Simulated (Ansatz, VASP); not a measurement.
**As in VASP and in Ansatz**

```
As
1.0
     1.86437   -5.42191    0.00000
     1.86437    5.42191    0.00000
     0.00000    0.00000    4.28821
As
4
Cartesian
  1.8644 4.1985 0.2352
  1.8644 -1.2234 1.9089
  1.8644 -4.1985 4.0530
  1.8644 1.2234 2.3793
```

Alike in both runs: functional PBE; dispersion D3(BJ); k mesh 12 × 12 × 10; occupations fermi-dirac, width 0.15 eV; no spin polarisation.

Ansatz relaxed the structure, and its values are those at the end. VASP's run is a single point on that final structure, the one shown.

|  | VASP | Ansatz |
| --- | --- | --- |
| version | VASP 6.6.1 | Ansatz 0.2.0 |
| potentials or method | VASP PAW PBE potentials, release 64 (As), cutoff 520 eV | scalar-relativistic, plane waves, PAW |
| valence electrons in the cell | 20 | 60 |

Ansatz gave:

```
gap on the k mesh at the Fermi level (eV) : none
pressure (GPa)                            : 0.0
rms of the force components (eV/Å)        : 0.000
```

Question: Estimate VASP's values.

Answer: gap on the k mesh at the Fermi level (eV): none; pressure (GPa): 0.3; rms of the force components (eV/Å): 0.035.

A gap of «none» marks a metal or a gap that the smearing closes. VASP's potentials hold 20 valence electrons a cell and Ansatz's 60, so a difference there can come from the potentials and not from the codes.
